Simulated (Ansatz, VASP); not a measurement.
One calculation of PbS, two programs

The input INCAR:

```
ALGO     = Normal         # electronic algorithm
EDIFF    = 1E-6           # SCF threshold, eV
ENCUT    = 520            # plane-wave cutoff, eV
GGA      = PE             # functional
ISIF     = 2              # what is computed and relaxed
ISMEAR   = 0              # smearing method
LASPH    = True           # aspherical terms in the spheres
LCHARG   = False          # write CHGCAR
LREAL    = False          # projectors in reciprocal space
LWAVE    = False          # write WAVECAR
NBANDS   = 17             # bands
NELM     = 100            # most SCF steps
PREC     = Accurate       # precision mode
SIGMA    = 0.01           # smearing width, eV
```

File KPOINTS:

```
k-points
0
Gamma
  8 8 8
```

File POSCAR:

```
PbS
1.0
    0.0000000000      2.9705683215      2.9705683215
    2.9705683215      0.0000000000      2.9705683215
    2.9705683215      2.9705683215      0.0000000000
Pb S
1 1
Direct
    0.0000000000      0.0000000000      0.0000000000
    0.5000000000      0.5000000000      0.5000000000
```

Input for Ansatz:

```yaml
crystal:
  lattice:
    - [0.0, 2.9705683215, 2.9705683215]
    - [2.9705683215, 0.0, 2.9705683215]
    - [2.9705683215, 2.9705683215, 0.0]
  atoms:
    - { symbol: Pb, position: [0.0, 0.0, 0.0] }
    - { symbol: S, position: [0.5, 0.5, 0.5] }
kpoints:
  mp_grid: { grid: [8, 8, 8] }
  band_path:
    path:
      - [0.0, 0.0, 0.0]
      - [0.5, 0.0, 0.5]
      - [0.625, 0.25, 0.625]
      - [0.375, 0.375, 0.75]
      - [0.5, 0.5, 0.5]
      - [0.5, 0.25, 0.75]
      - [0.0, 0.0, 0.5]
    npoints: 1
hamiltonian:
  xc: pbe
scf:
  occupations: { method: fixed }
  n_extra_bands: 4
output:
  forces: true
  stress: true
  eigenvalues: true
```

Alike in both runs: task single point; functional PBE; k mesh 8 × 8 × 8; no spin polarisation.

```csv
,VASP,Ansatz
version,VASP 6.6.1,Ansatz 0.2.0
potentials or method,"VASP PAW PBE potentials, release 64 (Pb_d, S)","plane waves, PAW"
plane-wave cutoff (eV),520,420
occupations,"gaussian, width 0.01 eV",fixed
valence electrons in the cell,20,20
```

Ansatz gave:

* gap on the k mesh at the Fermi level (eV): 0.38
* pressure (GPa): 1.9

Problem. Estimate VASP's values.

Solution. gap on the k mesh at the Fermi level (eV): 0.38; pressure (GPa): 1.8.

Spin-orbit coupling is off throughout.
